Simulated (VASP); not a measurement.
Write the native input for VASP 6.6.1 that does the following.

| Quantity | Value |
| --- | --- |
| Task | single point |
| Functional | PBE |
| Potentials or basis | VASP PAW PBE potentials, release 64 (Mo_sv, S) |
| Cutoff | 500 eV |
| k mesh | 12 × 12 × 2 |
| Occupations | gaussian, width 0.05 eV |
| Spin | no spin polarisation |
| Dipole correction | no |
| Further INCAR settings | ALGO = Normal; EDIFF = 1e-06; NBANDS = 35 |

The structure of MoS2 lies in POSCAR:

```
MoS2
1.0
    3.1855822578      0.0000000000      0.0000000000
   -1.5927911289      2.7587951611      0.0000000000
    0.0000000000      0.0000000000     14.5104515858
Mo S
2 4
Direct
    0.4012977849      0.8025955697      0.2500000000
    0.7346311182      0.4692622364      0.7500000000
    0.3333333333      0.6666666667      0.6423151295
    0.6666666667      0.3333333333      0.1423151295
    0.3333333333      0.6666666667      0.8576848705
    0.6666666667      0.3333333333      0.3576848705
```

This cell differs from its parent crystal: all Mo atoms moved +0.375 Å, as atom 1 along Cartesian [0 1 0].

One way to write it, as run:

INCAR

```
ALGO = Normal ; EDIFF = 1E-6
ENCUT = 500 ; GGA = PE
GGA_COMPAT = F ; ISIF = 2
ISMEAR = 0 ; LASPH = T
LCHARG = F ; LREAL = F
LWAVE = F ; NBANDS = 35
NELM = 120 ; PREC = Accurate
SIGMA = 0.05
```

KPOINTS

```
k-points
0
Gamma
  12 12 2
```

Potentials or basis: VASP PAW PBE potentials, release 64 (Mo_sv, S).

Run with:

```sh
$ cat potpaw_PBE.64/Mo_sv/POTCAR potpaw_PBE.64/S/POTCAR > POTCAR
$ mpirun -np 1 vasp_std > vasp.out
```

Results of the run:

```json
{
 "Pressure": "7.2 GPa",
 "Largest force": "7.080 eV/Å",
 "Band gap on the k mesh": "0.03 eV (least direct gap 0.39 eV)"
}
```

Caveat: the cell differs from its parent crystal (all Mo atoms moved +0.375 Å, as atom 1 along Cartesian [0 1 0]); the stress differs along the axes, from 5 to 12 GPa; this functional lacks dispersion, which binds layers or chains, so the pressure and a relaxed spacing across them are unreliable; forces of over 1 eV/Å act on the atoms, so gaps and moduli don't describe the material at rest.

It took 5.2 min on 1 thread of Oxide Virtual Turin-like Processor, with other jobs on the host, peak memory 0.39 GiB.
